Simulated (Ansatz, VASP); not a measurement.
## Two plane-wave programs on BN

Contents of INCAR:

```
PREC     = Accurate       # precision mode
ENCUT    = 600            # plane-wave cutoff, eV
EDIFF    = 1E-6           # SCF threshold, eV
ISMEAR   = -1             # smearing method
SIGMA    = 0.05           # smearing width, eV
LREAL    = F              # projectors in reciprocal space
LASPH    = T              # aspherical terms in the spheres
NELM     = 80             # most SCF steps
ALGO     = Normal         # electronic algorithm
ISIF     = 3              # what is computed and relaxed
LWAVE    = F              # write WAVECAR
LCHARG   = F              # write CHGCAR
GGA      = RP             # functional
IBRION   = 2              # ionic algorithm
NSW      = 60             # ionic steps
EDIFFG   = -0.01          # ionic threshold
```

KPOINTS

```
Automatic mesh
0
Gamma
  12 12 6
```

The input POSCAR:

```
BN
1.0
    2.5539396017      0.0000000000      0.0000000000
   -1.2769698009      2.2117765748      0.0000000000
    0.0000000000      0.0000000000      4.2268550000
N B
2 2
Direct
    0.3333333333      0.6666666667      0.1252760000
    0.6666666667      0.3333333333      0.6252760000
    0.3333333333      0.6666666667      0.4997240000
    0.6666666667      0.3333333333      0.9997240000
```

The input input.yaml:

```yaml
crystal:
  lattice:
    - [2.5539396017, 0.0, 0.0]
    - [-1.2769698009, 2.2117765748, 0.0]
    - [0.0, 0.0, 4.226855]
  atoms:
    - { symbol: "N", position: [0.3333333333, 0.6666666667, 0.125276] }
    - { symbol: "N", position: [0.6666666667, 0.3333333333, 0.625276] }
    - { symbol: B, position: [0.3333333333, 0.6666666667, 0.499724] }
    - { symbol: B, position: [0.6666666667, 0.3333333333, 0.999724] }
hamiltonian:
  xc: rpbe
  pseudopotentials: { kind: paw }
kpoints:
  mp_grid: { grid: [12, 12, 6] }
scf:
  occupations: { method: fermi_dirac, width: 0.05 }
output:
  forces: true
  stress: true
  eigenvalues: true
relax:
  f_tol: 0.01
  max_steps: 40
  cell: { stress_tol: 0.05 }
```

Alike in both runs: task relaxation of cell and atoms; functional RPBE; k mesh 12 × 12 × 6; occupations fermi-dirac, width 0.05 eV; no spin polarisation.

```csv
,VASP,Ansatz
version,VASP 6.6.1,Ansatz 0.2.0
potentials or method,"VASP PAW PBE potentials, release 64 (N, B)",Ansatz PAW
plane-wave cutoff (eV),600,420
valence electrons in the cell,16,16
```

VASP gave:

| Quantity | Value |
| --- | --- |
| gap on the k mesh at the Fermi level, each at its own relaxed structure (eV) | 5.31 |
| relaxed volume (Å³/atom) | 6.06 |
| relaxed cell length with the largest relative difference (Å) | 4.246 |

Task: Which values does Ansatz return?

Result: gap on the k mesh at the Fermi level, each at its own relaxed structure (eV): 5.34; relaxed volume (Å³/atom): 6.06; relaxed cell length with the largest relative difference (Å): 4.246.

VASP's potentials were made for PBE, not for RPBE.

Noted on Ansatz's run: the plane-wave basis is chosen anew once the cell has moved, so the energies of steps on either side of that aren't comparable.
